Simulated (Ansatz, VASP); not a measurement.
One calculation of ZnO, two programs

Contents of INCAR:

```
SYSTEM = ZnO
ALGO = Normal ; EDIFF = 1E-7
ENCUT = 520 ; GGA = PE
ISIF = 2 ; ISMEAR = -1
LASPH = .True. ; LCHARG = .False.
LREAL = .False. ; LWAVE = .False.
NBANDS = 26 ; NELM = 60
PREC = Accurate ; SIGMA = 0.02
```

KPOINTS

```
k-points
0
Gamma
  12 12 6
  0 0 0
```

File POSCAR:

```
ZnO
1.0
    3.3000476842      0.0000000000      0.0000000000
   -1.6500238421      2.8579251282      0.0000000000
    0.0000000000      0.0000000000      5.3151708682
Zn O
2 2
Direct
    0.3333333333      0.6666666667     -0.0023477533
    0.6666666667      0.3333333333      0.4976522467
    0.3333333333      0.6666666667      0.3773477533
    0.6666666667      0.3333333333      0.8773477533
```

Input for Ansatz:

```yaml
crystal:
  lattice:
    - [3.3000476842, 0.0, 0.0]
    - [-1.6500238421, 2.8579251282, 0.0]
    - [0.0, 0.0, 5.3151708682]
  atoms:
    - { symbol: Zn, position: [0.3333333333, 0.6666666667, -0.0023477533] }
    - { symbol: Zn, position: [0.6666666667, 0.3333333333, 0.4976522467] }
    - { symbol: O, position: [0.3333333333, 0.6666666667, 0.3773477533] }
    - { symbol: O, position: [0.6666666667, 0.3333333333, 0.8773477533] }
kpoints:
  mp_grid: { grid: [12, 12, 6] }
  band_path:
    path:
      - [0.0, 0.0, 0.0]
      - [0.5, 0.0, 0.0]
      - [0.3333333333, 0.3333333333, 0.0]
      - [0.0, 0.0, 0.5]
      - [0.5, 0.0, 0.5]
      - [0.3333333333, 0.3333333333, 0.5]
    npoints: 1
hamiltonian:
  xc: pbe
scf:
  occupations: { method: fermi_dirac, width: 0.02 }
  n_extra_bands: 5
output:
  forces: true
  stress: true
  eigenvalues: true
```

Change from the starting cell: hydrostatic strain +2.0%.

Alike in both runs: task single point; functional PBE; k mesh 12 × 12 × 6; occupations fermi-dirac, width 0.02 eV; no spin polarisation.

|  | VASP | Ansatz |
| --- | --- | --- |
| version | VASP 6.6.1 | Ansatz 0.2.0 |
| potentials or method | VASP PAW PBE potentials, release 64 (Zn, O) | plane waves, PAW |
| plane-wave cutoff (eV) | 520 | 420 |
| valence electrons in the cell | 36 | 36 |

VASP gave:

* pressure (GPa): -1.2
* traceless stress, the component that is largest in VASP (GPa): 0.14

Problem. What did Ansatz give for the same quantities?

Solution. Pressure (GPa): -2.1; traceless stress, the component that is largest in VASP (GPa): 0.15.

The functional is the same, so the differences come from potentials, cutoffs and numerics.
